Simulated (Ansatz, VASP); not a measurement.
One calculation of K3Zr2S, two programs

```
K Zr S
1.0
     5.27585    0.00000    0.00000
    -2.63793    4.56902    0.00000
     0.00000    0.00000    8.61278
K Zr S
3 2 1
Direct
  0.33333 0.66667 0.11480
  0.66667 0.33333 0.88520
  0.00000 0.00000 0.50000
  0.33333 0.66667 0.56829
  0.66667 0.33333 0.43171
  0.00000 0.00000 0.00000
```

Change from the starting cell: species swapped into the CaSm2S3 type (P-3m1, No. 164).

Alike in both runs: functional PBE; k mesh 6 × 6 × 2; occupations gaussian, width 0.1 eV; no spin polarisation.

Ansatz relaxed the structure, and its values are those at the end. VASP's run is a single point on that final structure, the one shown.

```csv
,VASP,Ansatz
version,VASP 6.6.1,Ansatz 0.2.0
potentials or method,"VASP PAW PBE potentials, release 64 (K_sv, Zr_sv, S), cutoff 520 eV","scalar-relativistic, plane waves, PAW"
valence electrons in the cell,57,57
```

|  | VASP | Ansatz | Ansatz less VASP |
| --- | --- | --- | --- |
| gap on the k mesh at the Fermi level (eV) | none | none | - |
| pressure (GPa) | 0.3 | 0.3 | -0.03 |
| rms of the force components (eV/Å) | 0.007 | 0.006 | -0.0010 |

A gap of «none» marks a metal or a gap that the smearing closes.

The k mesh is coarse, so the values compare programs but aren't converged.
